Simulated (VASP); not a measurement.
# Pd (Fm-3m) in VASP: settings compared

The runs below take Pd through single point, with HSE06, PBE-based screened hybrid with 25 % exact exchange, PBE0.

Program: VASP 6.6.1. These are calculated values, not measurements. Logs are shortened: lines on timing, memory, paths and dates and some standing lists are left out, and cuts for length are marked.

### 1 The cell of the first run

It takes space group Fm-3m (No. 225, cubic). The conventional cell has a = 3.840 Å, b = 3.840 Å, c = 3.840 Å, α = 90.00°, β = 90.00°, γ = 90.00°. Pd (site symmetry m-3m) has 12 Pd at 2.72 Å within 3.6 Å.

### 2 Single point, HSE06

Contents of POSCAR:

```
Pd
1.0
    0.0000000000      1.9201927211      1.9201927211
    1.9201927211      0.0000000000      1.9201927211
    1.9201927211      1.9201927211      0.0000000000
Pd
1
Direct
    0.0000000000      0.0000000000      0.0000000000
```

Contents of INCAR.step1:

```
SYSTEM = Pd
ALGO = Normal ; EDIFF = 1E-5
ENCUT = 520 ; GGA = PE
ISIF = 2 ; ISMEAR = -1
LASPH = .True. ; LREAL = .False.
LWAVE = .True. ; NBANDS = 11
NELM = 80 ; PREC = Accurate
SIGMA = 0.05
```

Contents of INCAR.step2:

```
SYSTEM = Pd
ALGO = Normal ; EDIFF = 1E-6
ENCUT = 520 ; GGA = PE
HFSCREEN = 0.2079 ; ISIF = 2
ISMEAR = -1 ; ISTART = 1
LASPH = .True. ; LCHARG = .True.
LELF = .True. ; LHFCALC = .True.
LREAL = .False. ; LVHAR = .True.
LWAVE = .False. ; NBANDS = 11
NELM = 80 ; PREC = Accurate
PRECFOCK = Normal ; SIGMA = 0.05
```

Contents of KPOINTS:

```
k-points
0
Gamma
  8 8 8
  0 0 0
```

Potentials or basis: VASP PAW PBE potentials, release 64 (Pd).

Launch:

```bash
$ cat potpaw_PBE.64/Pd/POTCAR > POTCAR
$ cp INCAR.step1 INCAR
$ mpirun -np 1 vasp_std > vasp.out
$ cp INCAR.step2 INCAR
$ mpirun -np 1 vasp_std > vasp.out
```

OUTCAR:

```text
SYSTEM = Pd
   EDIFF = 1E-6
   ENCUT = 520
   GGA = PE
   HFSCREEN = 0.2079
   ISIF = 2
   ISMEAR = -1
   ISTART = 1
   LASPH = .True.
   LHFCALC = .True.
   LREAL = .False.
   NELM = 80
   PREC = Accurate
   PRECFOCK = Normal

 ion  position               nearest neighbor table
   1  0.000  0.000  0.000-

  LATTYP: Found a face centered cubic cell.
 ALAT       =     3.8403854422

  Lattice vectors:

 A1 = (   0.0000000000,   1.9201927211,   1.9201927211)
 A2 = (   1.9201927211,   0.0000000000,   1.9201927211)
 A3 = (   1.9201927211,   1.9201927211,   0.0000000000)

Analysis of symmetry for initial positions (statically):
=====================================================================
 Subroutine PRICEL returns:
 Original cell was already a primitive cell.

 Routine SETGRP: Setting up the symmetry group for a
 face centered cubic supercell.

 Subroutine GETGRP returns: Found 48 space group operations
 (whereof 48 operations were pure point group operations)
 out of a pool of 48 trial point group operations.

The static configuration has the point symmetry O_h .

Analysis of symmetry for dynamics (positions and initial velocities):
=====================================================================
 Subroutine PRICEL returns:
 Original cell was already a primitive cell.

 Routine SETGRP: Setting up the symmetry group for a
 face centered cubic supercell.

 Subroutine GETGRP returns: Found 48 space group operations
 (whereof 48 operations were pure point group operations)
 out of a pool of 48 trial point group operations.

The dynamic configuration has the point symmetry O_h .

 Subroutine INISYM returns: Found 48 space group operations
 (whereof 48 operations are pure point group operations),
 and found     1 'primitive' translations

----------------------------------------------------------------------------------------

                                     Primitive cell

  volume of cell :      14.1600

  direct lattice vectors                    reciprocal lattice vectors
     0.000000000  1.920192721  1.920192721    -0.260390530  0.260390530  0.260390530
     1.920192721  0.000000000  1.920192721     0.260390530 -0.260390530  0.260390530
     1.920192721  1.920192721  0.000000000     0.260390530  0.260390530 -0.260390530

  length of vectors
     2.715562589  2.715562589  2.715562589     0.451009627  0.451009627  0.451009627

  position of ions in fractional coordinates (direct lattice)
     0.000000000  0.000000000  0.000000000

[... 84 lines left out ...]
   TEBEG  =    0.0;   TEEND  =   0.0 temperature during run
   PSTRESS=    0.0 pullay stress
   NELECT =      10.0000    total number of electrons
   NUPDOWN=      -1.0000    fix difference up-down
   EMIN   =  10.00;   EMAX   =-10.00  energy-range for DOS
   EFERMI =   0.00;   METHOD = LEGACY
   ISMEAR =    -1;   SIGMA  =   0.05  broadening in eV -4-tet -1-fermi 0-gaus
   EFERMI_NEDOS =   21; number of points for ismear=-14 and -15
   IALGO  =     38    algorithm
   IMIX   =      1    mixing-type and parameters
     AMIX     =   0.40;   BMIX     =  1.00
     AMIX_MAG =   1.60;   BMIX_MAG =  1.00
  volume/ion in A,a.u.               =      14.16        95.56
  Fermi-wavevector in a.u.,A,eV,Ry     =   1.457874  2.754983 28.917779  2.125397
  Thomas-Fermi vector in A             =   2.574625
   LORBIT       =      0    0 simple, 1 ext, 2 COOP (PROOUT), +10 PAW based schemes
   GGA     = PE    functional components
   LHFCALC =     T    Hartree Fock is set to
   PRECFOCK=normal    Normal, Fast or Accurate (Low or Medium for compatibility)
   ENCUT4O =  -1.0   cutoff for four orbital integrals eV
   NKREDX  =     1    reduce k-point grid by
   NKREDY  =     1    reduce k-point grid by
   NKREDZ  =     1    reduce k-point grid by
   AEXX    =    0.2500 exact exchange contribution
   HFSCREEN=    0.2079 screening length (either q_TF or 0.3 A-1)
   HFSCREENC=   0.2079 screening length for correlation (either q_TF or 0.3 A-1)
   ENCUTFOCK=  -1.0 apply spherical cutoff to Coloumb kernel
   IVDW    =     0    specifies the selected vdW correction
   LEPSILON=     F    determine dielectric tensor
   LRPA    =     F    only Hartree local field effects (RPA)
 non-spin polarized calculation
  energy-cutoff  :      520.00
  volume of cell :       14.16
 maximum number of plane-waves:       392
  NGX = 16; NGY = 16; NGZ = 16

 number of electron      10.0000005 magnetization

 Free energy of the ion-electron system (eV)
  ---------------------------------------------------
  ext. energy  EPLUGINS =         0.00000000
  ---------------------------------------------------
  free energy    TOTEN  =        -5.95660529 eV

  energy without entropy =       -5.94525457  energy(sigma->0) =       -5.95092993

 E-fermi :   9.8387     XC(G=0): -10.9072

 val. band max:        9.8177030174   @ k =  -0.3750   0.3750   0.1250
 cond. band min:       9.9761191308   @ k =   0.5000   0.3750   0.0000
 fundamental gap:      0.1584161134
 Fermi energy:         9.8387026307

 k-point     1 :       0.0000    0.0000    0.0000
  band No.  band energies     occupation
      1       1.9944      2.00000
      2       6.2809      2.00000
      3       6.2809      2.00000
      4       6.2809      2.00000
      5       8.0008      2.00000
      6       8.0008      2.00000
      7      28.5601      0.00000
      8      33.7709      0.00000
      9      33.7709      0.00000
     10      33.7709      0.00000
     11      39.0314      0.00000
[... 309 lines left out ...]
 k-point    24 :      -0.3750    0.2500    0.1250
  band No.  band energies     occupation
      1       4.6148      2.00000
      2       5.2676      2.00000
      3       6.8485      2.00000
      4       7.2089      2.00000
      5       9.5176      1.99675
      6      15.7545      0.00000
      7      18.9064      0.00000
      8      27.3564      0.00000
      9      27.9604      0.00000
     10      33.1330      0.00000
     11      39.1973      0.00000

 [... further k-points ...]
[... 5 lines left out ...]
  --------------------------------------------------------------------------------------
  -------------------------------------------------------------------------------------
  Total        1.0372638      1.0372638      1.0372638      0.0000000      0.0000000     -0.0000000
  in kB      117.3641256    117.3641256    117.3641256      0.0000000      0.0000000     -0.0000000
  external PRESSURE =     117.3641256 kB  Pullay stress =       0.0000000 kB

 VOLUME and BASIS-vectors are now :
 -----------------------------------------------------------------------------
  energy-cutoff  :      520.00
  volume of cell :       14.16
      direct lattice vectors                 reciprocal lattice vectors
     0.000000000  1.920192721  1.920192721    -0.260390530  0.260390530  0.260390530
     1.920192721  0.000000000  1.920192721     0.260390530 -0.260390530  0.260390530
     1.920192721  1.920192721  0.000000000     0.260390530  0.260390530 -0.260390530

 POSITION                                       TOTAL-FORCE (eV/Angst)
 -----------------------------------------------------------------------------------
      0.00000      0.00000      0.00000         0.000000      0.000000      0.000000
 -----------------------------------------------------------------------------------
    total drift:                               -0.000004     -0.000006     -0.000006

  FREE ENERGIE OF THE ION-ELECTRON SYSTEM (eV)
  ---------------------------------------------------
  free  energy   TOTEN  =        -5.9566052873 eV

  energy  without entropy=       -5.9452545677  energy(sigma->0) =       -5.95092993
```

OSZICAR.step1:

```text
N       E                     dE             d eps       ncg     rms          rms(c)
DAV:   1     0.415980323674E+02    0.41598E+02   -0.51321E+03   646   0.848E+02
DAV:   2    -0.491366364332E+01   -0.46512E+02   -0.44956E+02   719   0.183E+02
DAV:   3    -0.541962958001E+01   -0.50597E+00   -0.50399E+00   772   0.206E+01
DAV:   4    -0.542163579473E+01   -0.20062E-02   -0.20059E-02   754   0.135E+00
DAV:   5    -0.542165514081E+01   -0.19346E-04   -0.19347E-04   827   0.126E-01    0.880E+00
DAV:   6    -0.516244236341E+01    0.25921E+00   -0.10039E+00   782   0.843E+00    0.445E+00
DAV:   7    -0.515246480230E+01    0.99776E-02   -0.23609E-02   818   0.887E-01    0.231E+00
DAV:   8    -0.514815266469E+01    0.43121E-02   -0.12911E-03   790   0.307E-01    0.393E-02
DAV:   9    -0.514814199361E+01    0.10671E-04   -0.12448E-04   811   0.924E-02    0.133E-02
DAV:  10    -0.514814620707E+01   -0.42135E-05   -0.28494E-06   564   0.155E-02
   1 F= -.51481462E+01 E0= -.51392898E+01  d E =-.177129E-01
```

Wall time 54 min (1 thread of Intel Xeon 8259CL, shared host); peak memory 0.21 GiB.

Results:

```yaml
Free_energy: -5.9566 eV
Pressure: 11.7 GPa
Band_gap_on_the_k_mesh: zero (bands 5 and 6 overlap by 2.27 eV)
```

Levels at points of the mesh, in eV from the Fermi level:
```
           k point  band 1  band 2  band 3  band 4  band 5  band 6  band 7  band 8  band 9  band 10
(0.00, 0.00, 0.00)   -7.84   -3.56   -3.56   -3.56   -1.84   -1.84   18.72   23.93   23.93    23.93
(0.50, 0.00, 0.00)   -6.28   -3.72   -3.72   -0.18   -0.18    1.49    9.08   18.02   23.35    23.35
(0.50, 0.50, 0.00)   -6.59   -6.20   -0.44    0.38    0.38    4.20   12.76   14.93   14.93    24.10
```

Caveat: the cell stands under pressure; the PAW data sets were made with another functional, which shifts forces and pressure a little.

### 3 Single point, PBE-based screened hybrid with 25 % exact exchange

This run uses another cell than the first one, of 14.75 Å³/atom.

Contents of POSCAR:

```
Pd
1.0
    0.0000000000      1.9465000000      1.9465000000
    1.9465000000      0.0000000000      1.9465000000
    1.9465000000      1.9465000000      0.0000000000
Pd
1
Direct
    0.0000000000      0.0000000000      0.0000000000
```

Contents of INCAR.step1:

```
SYSTEM = Pd
ALGO = Normal ; EDIFF = 1E-5
ENCUT = 520 ; GGA = PE
ISIF = 2 ; ISMEAR = -1
LASPH = .TRUE. ; LCHARG = .FALSE.
LREAL = .FALSE. ; LWAVE = .TRUE.
NBANDS = 11 ; NELM = 60
PREC = Accurate ; SIGMA = 0.05
```

Contents of INCAR.step2:

```
SYSTEM = Pd
AEXX = 0.25 ; ALGO = Normal
EDIFF = 1E-6 ; ENCUT = 520
GGA = PE ; HFSCREEN = 0.3
ISIF = 2 ; ISMEAR = -1
ISTART = 1 ; LASPH = .TRUE.
LCHARG = .FALSE. ; LHFCALC = .TRUE.
LREAL = .FALSE. ; LWAVE = .FALSE.
NBANDS = 11 ; NELM = 60
PREC = Accurate ; PRECFOCK = Normal
SIGMA = 0.05
```

Contents of KPOINTS:

```
k-points
0
G
  6 6 6
  0 0 0
```

Potentials or basis: VASP PAW PBE potentials, release 64 (Pd).

Launch:

```bash
$ cat potpaw_PBE.64/Pd/POTCAR > POTCAR
$ cp INCAR.step1 INCAR
$ mpirun -np 1 vasp_std > vasp.out
$ cp INCAR.step2 INCAR
$ mpirun -np 1 vasp_std > vasp.out
```

It took 5.3 min on 1 thread of Intel Xeon 8259CL, shared host; peak memory 0.2 GiB.

It converged, with:

* Free energy: -5.8012 eV
* Pressure: 1.8 GPa
* Band gap on the k mesh: zero (bands 5 and 6 overlap by 2.09 eV)

Levels at points of the mesh, in eV from the Fermi level:
| k point | band 1 | band 2 | band 3 | band 4 | band 5 | band 6 | band 7 | band 8 | band 9 | band 10 |
| --- | --- | --- | --- | --- | --- | --- | --- | --- | --- | --- |
| (0.00, 0.00, 0.00) | -7.24 | -3.17 | -3.17 | -3.17 | -1.62 | -1.62 | 18.70 | 23.66 | 23.66 | 23.66 |
| (0.50, 0.00, 0.00) | -5.67 | -3.31 | -3.31 | -0.07 | -0.07 | 1.68 | 8.62 | 18.00 | 22.88 | 22.88 |
| (0.50, 0.50, 0.00) | -5.96 | -5.59 | -0.30 | 0.44 | 0.44 | 4.24 | 12.20 | 14.67 | 14.67 | 23.41 |

Caveat: the k points lie up to 0.47 Å⁻¹ apart, too coarse for converged energies and pressures of a metal; the PAW data sets were made with another functional, which shifts forces and pressure a little.

[end of part 1 of 2]

The gap in the log of VASP goes by the Fermi energy; the results here count the filled bands.